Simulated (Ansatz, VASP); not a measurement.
TiAl: VASP beside Ansatz

```xyz
2
Lattice="2.2320 -1.2886 -1.8224 0.0000 2.5772 -1.8224 2.2320 1.2886 1.8224" Properties=species:S:1:pos:R:3 pbc="T T T"
Al    4.4639    2.5772   -1.8224
Ti    2.2320    1.2886   -0.9112
```

Alike in both runs: functional PBEsol; k mesh 12 × 12 × 12; occupations gaussian, width 0.1 eV; no spin polarisation.

Ansatz relaxed the structure, and its values are those at the end. VASP's run is a single point on that final structure, the one shown.

|  | VASP | Ansatz |
| --- | --- | --- |
| version | VASP 6.6.1 | Ansatz 0.2.0 |
| potentials or method | VASP PAW PBE potentials, release 64 (Al, Ti_sv), cutoff 520 eV | scalar-relativistic, plane waves, PAW |
| valence electrons in the cell | 15 | 15 |

|  | VASP | Ansatz | Ansatz less VASP |
| --- | --- | --- | --- |
| gap on the k mesh at the Fermi level (eV) | none | none | - |
| pressure (GPa) | 0.0 | 0.0 | +0.02 |

VASP's potentials were made for PBE, not for PBEsol. A gap of «none» marks a metal or a gap that the smearing closes. With one functional, cell and mesh, what is left measures potentials, basis and numerics.
